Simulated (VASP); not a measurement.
A run of VASP 6.6.1:

INCAR

```
SYSTEM = B3W
PREC = Accurate
ENCUT = 520
EDIFF = 1E-6
ISMEAR = 0
SIGMA = 0.1
LREAL = .FALSE.
LASPH = .TRUE.
NELM = 100
ALGO = Normal
ISIF = 2
LWAVE = .FALSE.
LCHARG = .FALSE.
GGA = PE
NBANDS = 20
```

The input KPOINTS:

```
Automatic mesh
0
G
  14 14 14
  0 0 0
```

Contents of POSCAR:

```
B3W
1.0
    3.2626604172      0.0000000000      0.0000000000
    0.0000000000      3.2626604172      0.0000000000
    0.0000000000      0.0000000000      3.2626604172
B W
3 1
Direct
    0.0000000000      0.5000000000      0.5000000000
    0.5000000000      0.0000000000      0.5000000000
    0.5000000000      0.5000000000      0.0000000000
    0.0000000000      0.0000000000      0.0000000000
```

Potentials or basis: VASP PAW PBE potentials, release 64 (B, W_sv).

The run is started by

```bash
$ cat potpaw_PBE.64/B/POTCAR potpaw_PBE.64/W_sv/POTCAR > POTCAR
$ mpirun -np 1 vasp_std > vasp.out
```

Hardware: 1 thread of Intel(R) Xeon(R) 6975P-C (Granite Rapids) (shared host).

How long does it take, and how much memory?

Run time: 18 s on 1 thread of Intel(R) Xeon(R) 6975P-C (Granite Rapids), on a shared host, peak memory 0.19 GiB. Counts: scf iterations 13, k points 120.
